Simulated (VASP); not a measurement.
**As: single point with PBEsol**

Crystal: As.

```xyz
8
Lattice="5.4316 0.0000 0.0000 0.0000 5.4316 0.0000 0.0000 0.0000 5.4316" Properties=species:S:1:pos:R:3 pbc="T T T"
As    2.7158    2.7158    2.7158
As    0.0000    0.0000    0.0000
As    1.3579    0.0000    2.7158
As    2.7158    1.3579    0.0000
As    2.7158    4.0737    0.0000
As    4.0737    0.0000    2.7158
As    0.0000    2.7158    4.0737
As    0.0000    2.7158    1.3579
```

```json
{"Program": "VASP 6.6.1", "Task": "single point", "Functional": "PBEsol", "Potentials or basis": "VASP PAW PBE potentials, release 64 (As)", "Cutoff": "520 eV", "k mesh": "4 × 4 × 4", "Occupations": "gaussian, width 0.1 eV", "Spin": "no spin polarisation"}
```

The pressure is -5.0 GPa and the band gap on the k mesh is zero (band 20 reaches 5.99 eV, above the bottom of band 21 at 5.80 eV).

Levels at points of the mesh, in eV from the Fermi level:
| k point | band 17 | band 18 | band 19 | band 20 | band 21 | band 22 | band 23 | band 24 |
| --- | --- | --- | --- | --- | --- | --- | --- | --- |
| (0.00, 0.00, 0.00) | -2.56 | -1.86 | -1.86 | -1.86 | 0.87 | 0.87 | 0.87 | 1.29 |
| (0.50, 0.00, 0.00) | -1.47 | -1.47 | -0.83 | -0.83 | 0.23 | 0.23 | 1.09 | 1.09 |
| (0.50, 0.50, 0.00) | -1.50 | -1.50 | -0.68 | -0.31 | 0.20 | 0.63 | 1.20 | 1.20 |
| (0.50, 0.50, 0.50) | 0.02 | 0.02 | 0.02 | 0.02 | 0.02 | 0.02 | 0.10 | 0.10 |

Run time: 34 s on 1 thread of Intel(R) Xeon(R) Platinum 8259CL CPU @ 2.50GHz (Skylake/Cascade Lake), on a shared host, peak memory 0.25 GiB.

Caveat: the PAW data sets were made with another functional, which shifts forces and pressure a little.
